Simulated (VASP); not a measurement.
# Ru (P6/mmm) in VASP: notebook

Runs on Ru. Level: PBEsol. Tasks: single point.

All numbers are computed with VASP 6.6.1; they aren't measurements. Logs are shortened: lines on timing, memory, paths and dates and some standing lists are left out, and cuts for length are marked.

### 1 The cell of the first run

It takes space group P6/mmm (No. 191, hexagonal). Conventional cell: a = 2.181 Å, b = 2.181 Å, c = 2.035 Å, α = 90.00°, β = 90.00°, γ = 120.00°. Ru (site symmetry 6/mmm) has 8 Ru at 2.03 to 2.18 Å within 2.7 Å.

### 2 Single point, PBEsol

Input file INCAR:

```
ALGO = Normal
EDIFF = 1E-6
ENCUT = 520
GGA = PS
ISIF = 2
ISMEAR = -1
LASPH = T
LCHARG = T
LELF = T
LREAL = F
LVHAR = T
LWAVE = F
NBANDS = 13
NELM = 100
PREC = Accurate
SIGMA = 0.1
```

Input file KPOINTS:

```
k-points
0
Gamma
  20 20 19
```

Input file POSCAR:

```
Ru
1.0
    2.1808202529      0.0000000000      0.0000000000
   -1.0904101264      1.8886457401      0.0000000000
    0.0000000000      0.0000000000      2.0347855837
Ru
1
Direct
    0.0000000000      0.0000000000      0.0000000000
```

Potentials or basis: VASP PAW PBE potentials, release 64 (Ru_pv).

Launch:

```console
$ cat potpaw_PBE.64/Ru_pv/POTCAR > POTCAR
$ mpirun -np 1 vasp_std > vasp.out
```

OUTCAR:

```text
EDIFF = 1E-6
   ENCUT = 520
   GGA = PS
   ISIF = 2
   ISMEAR = -1
   LASPH = T
   LREAL = F
   NELM = 100
   PREC = Accurate

 ion  position               nearest neighbor table
   1  0.000  0.000  0.000-

  LATTYP: Found a hexagonal cell.
 ALAT       =     2.1808202529
 C/A-ratio  =     0.9330368154

  Lattice vectors:

 A1 = (   2.1808202529,   0.0000000000,   0.0000000000)
 A2 = (  -1.0904101264,   1.8886457401,   0.0000000000)
 A3 = (   0.0000000000,   0.0000000000,   2.0347855837)

Analysis of symmetry for initial positions (statically):
=====================================================================
 Subroutine PRICEL returns:
 Original cell was already a primitive cell.

 Routine SETGRP: Setting up the symmetry group for a
 hexagonal supercell.

 Subroutine GETGRP returns: Found 24 space group operations
 (whereof 24 operations were pure point group operations)
 out of a pool of 24 trial point group operations.

The static configuration has the point symmetry D_6h.

Analysis of symmetry for dynamics (positions and initial velocities):
=====================================================================
 Subroutine PRICEL returns:
 Original cell was already a primitive cell.

 Routine SETGRP: Setting up the symmetry group for a
 hexagonal supercell.

 Subroutine GETGRP returns: Found 24 space group operations
 (whereof 24 operations were pure point group operations)
 out of a pool of 24 trial point group operations.

The dynamic configuration has the point symmetry D_6h.

 Subroutine INISYM returns: Found 24 space group operations
 (whereof 24 operations are pure point group operations),
 and found     1 'primitive' translations

----------------------------------------------------------------------------------------

                                     Primitive cell

  volume of cell :       8.3809

  direct lattice vectors                    reciprocal lattice vectors
     2.180820253  0.000000000  0.000000000     0.458543064  0.264739961  0.000000000
    -1.090410126  1.888645740  0.000000000     0.000000000  0.529479922  0.000000000
     0.000000000  0.000000000  2.034785584     0.000000000  0.000000000  0.491452273

  length of vectors
     2.180820253  2.180820253  2.034785584     0.529479922  0.529479922  0.491452273

  position of ions in fractional coordinates (direct lattice)
     0.000000000  0.000000000  0.000000000

  ion indices of the primitive-cell ions
   primitive index   ion index
                 1           1

----------------------------------------------------------------------------------------

 KPOINTS: k-points

Automatic generation of k-mesh.
 Grid dimensions read from file:
 generate k-points for:   20   20   19

 Generating k-lattice:

  Cartesian coordinates                     Fractional coordinates (reciprocal lattice)
     0.022927153  0.013236998  0.000000000     0.050000000  0.000000000  0.000000000
     0.000000000  0.026473996  0.000000000     0.000000000  0.050000000  0.000000000
     0.000000000  0.000000000  0.025865909     0.000000000  0.000000000  0.052631579

  Length of vectors
     0.026473996  0.026473996  0.025865909

  Shift w.r.t. Gamma in fractional coordinates (k-lattice)
     0.000000000  0.000000000  0.000000000

 Subroutine IBZKPT returns following result:
 ===========================================

 Found    440 irreducible k-points:

 Following reciprocal coordinates:
            Coordinates               Weight
  0.000000  0.000000  0.000000      1.000000
  0.050000  0.000000  0.000000      6.000000
  0.100000  0.000000  0.000000      6.000000
  0.150000  0.000000  0.000000      6.000000
  0.200000  0.000000  0.000000      6.000000
  0.250000  0.000000  0.000000      6.000000
[... 16 lines left out ...]
  0.200000  0.100000  0.000000     12.000000
  0.250000  0.100000  0.000000     12.000000
 [... further k-points ...]
   k-points           NKPTS =    440   k-points in BZ     NKDIM =    440   number of bands    NBANDS=     13
   number of dos      NEDOS =    301   number of ions     NIONS =      1
   total plane-waves  NPLWV =   4096
   dimension x,y,z NGX =    16 NGY =   16 NGZ =   16
   dimension x,y,z NGXF=    32 NGYF=   32 NGZF=   32
   ions per type =               1
   NGX,Y,Z   is equivalent  to a cutoff of  12.20, 12.20, 13.07 a.u.
   NGXF,Y,Z  is equivalent  to a cutoff of  24.39, 24.39, 26.14 a.u.
 SYSTEM =  unknown system
   PREC   = accura    normal or accurate (medium, high low for compatibility)
   ISTART =      0    job   : 0-new  1-cont  2-samecut
   ICHARG =      2    charge: 1-file 2-atom 10-const
   ISPIN  =      1    spin polarized calculation?
   LNONCOLLINEAR =      F non collinear calculations
   LSORBIT =      F    spin-orbit coupling
   LASPH  =      T    aspherical Exc in radial PAW
   ENCUT  =  520.0 eV  38.22 Ry    6.18 a.u.   4.05  4.05  3.78*2*pi/ulx,y,z
   NELM   =    100;   NELMIN=  2; NELMDL= -5     # of ELM steps
   EDIFF  = 0.1E-05   stopping-criterion for ELM
   LREAL  =      F    real-space projection
   EDIFFG = 0.1E-04   stopping-criterion for IOM
   NSW    =      0    number of steps for IOM
   IBRION =     -1    ionic relax: 0-MD 1-quasi-New 2-CG
   NFREE  =      0    steps in history (QN), initial steepest desc. (CG)
   ISIF   =      2    stress and relaxation
   ISYM   =      2    0-nonsym 1-usesym 2-fastsym
   POTIM  = 0.5000    time-step for ionic-motion
   TEBEG  =    0.0;   TEEND  =   0.0 temperature during run
   PSTRESS=    0.0 pullay stress
   NELECT =      14.0000    total number of electrons
   NUPDOWN=      -1.0000    fix difference up-down
   EMIN   =  10.00;   EMAX   =-10.00  energy-range for DOS
   EFERMI =   0.00;   METHOD = LEGACY
   ISMEAR =    -1;   SIGMA  =   0.10  broadening in eV -4-tet -1-fermi 0-gaus
   EFERMI_NEDOS =   21; number of points for ismear=-14 and -15
   IALGO  =     38    algorithm
   IMIX   =      4    mixing-type and parameters
     AMIX     =   0.40;   BMIX     =  1.00
     AMIX_MAG =   1.60;   BMIX_MAG =  1.00
  volume/ion in A,a.u.               =       8.38        56.56
  Fermi-wavevector in a.u.,A,eV,Ry     =   1.942471  3.670738 51.337405  3.773193
  Thomas-Fermi vector in A             =   2.971879
   LORBIT       =      0    0 simple, 1 ext, 2 COOP (PROOUT), +10 PAW based schemes
   GGA     = PS    functional components
   LHFCALC =     F    Hartree Fock is set to
   AEXX    =    0.0000 exact exchange contribution
   IVDW    =     0    specifies the selected vdW correction
   LEPSILON=     F    determine dielectric tensor
   LRPA    =     F    only Hartree local field effects (RPA)
 non-spin polarized calculation
  energy-cutoff  :      520.00
  volume of cell :        8.38
 maximum number of plane-waves:       235
   NGX =  9   NGY =  9   NGZ =  7

 number of electron      14.0000000 magnetization

 Free energy of the ion-electron system (eV)
  ---------------------------------------------------
  ext. energy  EPLUGINS =         0.00000000
  ---------------------------------------------------
  free energy    TOTEN  =        -3.08472105 eV

  energy without entropy =       -3.06667888  energy(sigma->0) =       -3.07569996

 E-fermi :  23.9998     XC(G=0): -17.3539

 val. band max:       23.9939997467   @ k =   0.3500   0.3000   0.0000
 cond. band min:      24.0186705047   @ k =   0.1500   0.1000   0.4737
 fundamental gap:      0.0246707579
 Fermi energy:        23.9998374732

 k-point     1 :       0.0000    0.0000    0.0000
  band No.  band energies     occupation
      1     -18.5567      2.00000
      2     -18.5567      2.00000
      3     -18.3371      2.00000
      4      12.2475      2.00000
      5      13.5019      2.00000
      6      18.3197      2.00000
      7      18.3197      2.00000
      8      28.4538      0.00000
      9      28.4538      0.00000
     10      34.3845      0.00000
     11      37.2100      0.00000
     12      45.9029      0.00000
     13      52.8713      0.00000

 k-point     2 :       0.0500    0.0000    0.0000
  band No.  band energies     occupation
      1     -18.7065      2.00000
      2     -18.5885      2.00000
      3     -18.3215      2.00000
      4      12.3656      2.00000
      5      13.6670      2.00000
      6      18.1236      2.00000
      7      18.4986      2.00000
      8      28.2126      0.00000
      9      28.4148      0.00000
     10      34.3845      0.00000
     11      37.6815      0.00000
     12      46.2783      0.00000
     13      51.9375      0.00000

 k-point     3 :       0.1000    0.0000    0.0000
  band No.  band energies     occupation
      1     -19.1321      2.00000
      2     -18.6798      2.00000
      3     -18.2758      2.00000
      4      12.6529      2.00000
      5      14.1537      2.00000
      6      17.6576      2.00000
      7      19.0283      2.00000
      8      27.5574      0.00000
      9      28.3029      0.00000
     10      34.3843      0.00000
     11      39.0055      0.00000
     12      47.3203      0.00000
     13      49.9659      0.00000
[... 305 lines left out ...]
 k-point    23 :       0.2000    0.1000    0.0000
  band No.  band energies     occupation
      1     -21.4609      2.00000
      2     -19.4039      2.00000
      3     -17.9789      2.00000
      4      13.9233      2.00000
      5      14.9114      2.00000
      6      18.0675      2.00000
      7      23.8405      1.66226
      8      24.4758      0.01700
      9      27.3915      0.00000
     10      34.3830      0.00000
     11      43.2327      0.00000
     12      45.0938      0.00000
     13      49.2169      0.00000

 k-point    24 :       0.2500    0.1000    0.0000
  band No.  band energies     occupation
      1     -22.1496      2.00000
      2     -19.6360      2.00000
      3     -17.8800      2.00000
      4      13.7565      2.00000
      5      14.8394      2.00000
      6      19.6026      2.00000
      7      23.6706      1.92833
      8      25.6208      0.00000
      9      27.1018      0.00000
     10      34.3825      0.00000
     11      41.8496      0.00000
     12      44.6083      0.00000
     13      49.9656      0.00000

 [... further k-points ...]
[... 5 lines left out ...]
  --------------------------------------------------------------------------------------
  -------------------------------------------------------------------------------------
  Total       27.8336726     27.8336726     28.1143515      0.0000000      0.0000000     -0.0000000
  in kB     5320.9854337   5320.9854337   5374.6430316      0.0000001      0.0000000     -0.0000000
  external PRESSURE =    5338.8712997 kB  Pullay stress =       0.0000000 kB

 VOLUME and BASIS-vectors are now :
 -----------------------------------------------------------------------------
  energy-cutoff  :      520.00
  volume of cell :        8.38
      direct lattice vectors                 reciprocal lattice vectors
     2.180820253  0.000000000  0.000000000     0.458543064  0.264739961  0.000000000
    -1.090410126  1.888645740  0.000000000     0.000000000  0.529479922  0.000000000
     0.000000000  0.000000000  2.034785584     0.000000000  0.000000000  0.491452273

 POSITION                                       TOTAL-FORCE (eV/Angst)
 -----------------------------------------------------------------------------------
      0.00000      0.00000      0.00000        -0.000000      0.000000      0.000000
 -----------------------------------------------------------------------------------
    total drift:                                0.000000     -0.000000      0.000000

  FREE ENERGIE OF THE ION-ELECTRON SYSTEM (eV)
  ---------------------------------------------------
  free  energy   TOTEN  =        -3.0847210523 eV

  energy  without entropy=       -3.0666788752  energy(sigma->0) =       -3.07569996
```

Run time: 64 s. Hardware: 1 thread of AMD EPYC 7R13, shared host; peak memory 0.12 GiB.

Results:

- Free energy: -3.0847 eV
- Pressure: 533.9 GPa
- Band gap on the k mesh: zero (band 7 reaches 29.66 eV, above the bottom of band 8 at 21.28 eV)

Levels at points of the mesh, in eV from the Fermi level:
| k point | band 4 | band 5 | band 6 | band 7 | band 8 | band 9 | band 10 | band 11 |
| --- | --- | --- | --- | --- | --- | --- | --- | --- |
| (0.00, 0.00, 0.00) | -11.75 | -10.50 | -5.68 | -5.68 | 4.45 | 4.45 | 10.38 | 13.21 |
| (0.50, 0.00, 0.00) | -12.40 | -8.14 | -2.11 | 1.61 | 3.01 | 4.90 | 10.38 | 16.81 |

Caveat: the PAW data sets were made with another functional, which shifts forces and pressure a little.

(Part 1 of 2 ends here.)
